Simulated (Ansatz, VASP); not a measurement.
# Si9W4 in VASP and in Ansatz

```
Si W
1.0
     0.00000    0.00000   -7.86683
    -4.84349   -4.84349   -3.93341
    -4.84349    4.84349   -3.93341
Si W
18 8
Direct
  0.99255 0.33752 0.00000
  0.66602 0.33443 0.66776
  0.33378 0.33443 0.33224
  0.00154 0.99891 0.33224
  0.66341 0.99581 0.00000
  0.33378 0.99891 0.66776
  0.99255 0.66667 0.67086
  0.66341 0.66667 0.32914
  0.33097 0.66667 0.00000
  0.00237 0.66667 0.00000
  0.66992 0.66667 0.67086
  0.34078 0.66667 0.32914
  0.99956 0.33443 0.33224
  0.66992 0.33752 0.00000
  0.33179 0.33443 0.66776
  0.99956 0.99891 0.66776
  0.66732 0.99891 0.33224
  0.34078 0.99581 0.00000
  0.33206 0.66667 0.66921
  0.00127 0.66667 0.33079
  0.66667 0.33252 0.33414
  0.33206 0.33588 0.00000
  0.00081 0.33252 0.66586
  0.66667 0.00081 0.66586
  0.33252 0.00081 0.33414
  0.00127 0.99746 0.00000
```

Change from the starting cell: W vacancy, atoms relaxed.

Alike in both runs: functional PBE; k mesh 4 × 4 × 4; occupations gaussian, width 0.1 eV; no spin polarisation.

Ansatz relaxed the structure, and its values are those at the end. VASP's run is a single point on that final structure, the one shown.

|  | VASP | Ansatz |
| --- | --- | --- |
| version | VASP 6.6.1 | Ansatz 0.2.0 |
| potentials or method | VASP PAW PBE potentials, release 64 (Si, W_sv), cutoff 520 eV | scalar-relativistic, plane waves, PAW |
| valence electrons in the cell | 184 | 184 |

Ansatz gave:

| Item | Value |
| --- | --- |
| gap on the k mesh at the Fermi level (eV) | none |
| pressure (GPa) | -1.2 |
| rms of the force components (eV/Å) | 0.003 |

Problem. Which values does VASP return?

Solution. gap on the k mesh at the Fermi level (eV): none; pressure (GPa): -1.1; rms of the force components (eV/Å): 0.003.

A gap of «none» marks a metal or a gap that the smearing closes. Ansatz's warnings: stress scf threshold loose.

Neither program's run includes spin-orbit coupling.
